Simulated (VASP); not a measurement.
Input of a VASP 6.6.1 run:

File INCAR:

```
SYSTEM = LuZn
  PREC = Accurate
  ENCUT = 520
  EDIFF = 1E-6
  ISMEAR = -1
  SIGMA = 0.1
  LREAL = .FALSE.
  LASPH = .TRUE.
  NELM = 60
  ALGO = Normal
  ISIF = 2
  LWAVE = .FALSE.
  LCHARG = .TRUE.
  GGA = PS
  LELF = .TRUE.
  LVHAR = .TRUE.
  NBANDS = 26
```

The input KPOINTS:

```
Automatic mesh
0
G
  7 7 7
  0 0 0
```

POSCAR

```
LuZn
1.0
    3.4910000000      0.0000000000      0.0000000000
    0.0000000000      3.4910000000      0.0000000000
    0.0000000000      0.0000000000      3.4910000000
Lu Zn
1 1
Direct
    0.0000000000      0.0000000000      0.0000000000
    0.5000000000      0.5000000000      0.5000000000
```

Potentials or basis: VASP PAW PBE potentials, release 64 (Lu, Zn).

Launch:

```sh
$ cat potpaw_PBE.64/Lu/POTCAR potpaw_PBE.64/Zn/POTCAR > POTCAR
$ mpirun -np 1 vasp_std > vasp.out
```

(1) What does it give for the pressure?

Results:

(1) -3.5 GPa.

Caveat: the PAW data sets were made with another functional, which shifts forces and pressure a little.
